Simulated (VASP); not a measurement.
Write the native input for VASP 6.6.1 that does the following.

| Property | Result |
| --- | --- |
| Task | single point |
| Functional | LDA |
| Potentials or basis | VASP PAW LDA potentials, release 64 (Zr_sv, B) |
| Cutoff | 520 eV |
| k mesh | 10 × 10 × 10 |
| Occupations | fermi-dirac, width 0.05 eV |
| Spin | no spin polarisation |
| Hubbard terms | Zr d U = 6.0 eV |
| Dipole correction | no |
| Further INCAR settings | ALGO = Normal; EDIFF = 1e-06; NBANDS = 14 |

The structure of ZrB lies in POSCAR:

```
ZrB
1.0
    0.0000000000      2.4624058257      2.4624058257
    2.4624058257      0.0000000000      2.4624058257
    2.4624058257      2.4624058257      0.0000000000
Zr B
1 1
Direct
    0.0000000000      0.0000000000      0.0000000000
    0.5000000000      0.5000000000      0.5000000000
```

These files were run (other wordings do the same):

INCAR

```
PREC     = Accurate       # precision mode
ENCUT    = 520            # plane-wave cutoff, eV
EDIFF    = 1E-6           # SCF threshold, eV
ISMEAR   = -1             # smearing method
SIGMA    = 0.05           # smearing width, eV
LREAL    = False          # projectors in reciprocal space
LASPH    = True           # aspherical terms in the spheres
NELM     = 150            # most SCF steps
ALGO     = Normal         # electronic algorithm
ISIF     = 2              # what is computed and relaxed
LWAVE    = False          # write WAVECAR
LCHARG   = False          # write CHGCAR
LMAXMIX  = 4              # l up to which the mixer works
LDAU     = True           # DFT+U
LDAUTYPE = 2            
LDAUL    = 2 -1           # shell
LDAUU    = 6 0            # U, eV
LDAUJ    = 0 0          
LDAUPRINT= 1            
GGA      = CA             # functional
NBANDS   = 14             # bands
```

KPOINTS

```
Automatic mesh
0
Gamma
  10 10 10
```

Potentials or basis: VASP PAW LDA potentials, release 64 (Zr_sv, B).

Run with:

```bash
$ cat potpaw_LDA.64/Zr_sv/POTCAR potpaw_LDA.64/B/POTCAR > POTCAR
$ mpirun -np 1 vasp_std > vasp.out
```

Results of the run:

```
Pressure : 3.7 GPa
```

Caveat: U without spin polarisation on a metal has little footing; the U is typed as a test and isn't derived for this compound.

Wall time 8.9 s on 1 thread of Intel(R) Xeon(R) 6975P-C (Granite Rapids), with other jobs on the host, peak memory 0.15 GiB.
